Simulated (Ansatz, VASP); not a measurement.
# Fe in VASP and in Ansatz

The input POSCAR:

```
Fe
1.0
   -1.4619890197      1.4619890197      1.4619890197
    1.4619890197     -1.4619890197      1.4619890197
    1.4619890197      1.4619890197     -1.4619890197
Fe
1
Direct
    0.0000000000      0.0000000000      0.0000000000
```

The input INCAR.step1:

```
ALGO = Normal
EDIFF = 1E-4
ENCUT = 520
GGA = PE
ISMEAR = -1
ISPIN = 2
LASPH = T
LCHARG = F
LMAXMIX = 4
LREAL = F
LWAVE = T
MAGMOM = 3
NBANDS = 14
NELM = 150
PREC = Accurate
SIGMA = 0.05
```

The input INCAR.step2:

```
ALGO = Normal
EDIFF = 1E-6
ENCUT = 520
ISIF = 2
ISMEAR = -1
ISPIN = 2
ISTART = 1
IVDW = 13
LASPH = T
LCHARG = F
LMAXMIX = 4
LMIXTAU = T
LORBIT = 11
LREAL = F
LWAVE = F
MAGMOM = 3
METAGGA = R2SCAN
NBANDS = 14
NELM = 150
PREC = Accurate
SIGMA = 0.05
VDW_A1 = 0.51559235
VDW_A2 = 5.77342911
VDW_S6 = 1.0
VDW_S8 = 0.6018749
```

The input KPOINTS:

```
k-points
0
Gamma
  13 13 13
```

The input input.yaml:

```yaml
crystal:
  lattice:
    - [-1.4619890197, 1.4619890197, 1.4619890197]
    - [1.4619890197, -1.4619890197, 1.4619890197]
    - [1.4619890197, 1.4619890197, -1.4619890197]
  atoms:
    - { symbol: Fe, position: [0.0, 0.0, 0.0], spin: 3.0 }
hamiltonian:
  xc: r2scan
  pseudopotentials: { kind: paw }
  dispersion: d4
magnetization:
  spin_polarized: true
kpoints:
  mp_grid: { grid: [13, 13, 13] }
scf:
  occupations: { method: fermi_dirac, width: 0.05 }
output:
  forces: true
  stress: true
  eigenvalues: true
```

Alike in both runs: task single point; functional r2SCAN; dispersion D4; k mesh 13 × 13 × 13; occupations fermi-dirac, width 0.05 eV; collinear spin.

|  | VASP | Ansatz |
| --- | --- | --- |
| version | VASP 6.6.1 | Ansatz 0.2.0 |
| potentials or method | VASP PAW PBE potentials, release 64 (Fe) | Ansatz PAW |
| plane-wave cutoff (eV) | 520 | 500 |
| valence electrons in the cell | 8 | 16 |

VASP gave:

```
gap on the k mesh at the Fermi level (eV)                     : none
pressure (GPa)                                                : -11.8
net moment per atom (μB)                                      : 2.67
size of the moment on the site where the two differ most (μB) : 2.76
```

Problem. Estimate Ansatz's values.

Solution. gap on the k mesh at the Fermi level (eV): none; pressure (GPa): -11.6; net moment per atom (μB): 2.67; size of the moment on the site where the two differ most (μB): 2.84.

VASP's potentials were made for PBE, not for r2SCAN. Site moments also hang on the region over which each program counts them. A gap of «none» marks a metal or a gap that the smearing closes. VASP's potentials hold 8 valence electrons a cell and Ansatz's 16, so a difference there can come from the potentials and not from the codes.

Noted on Ansatz's run: the magnetic or orbital state may not be the lowest.
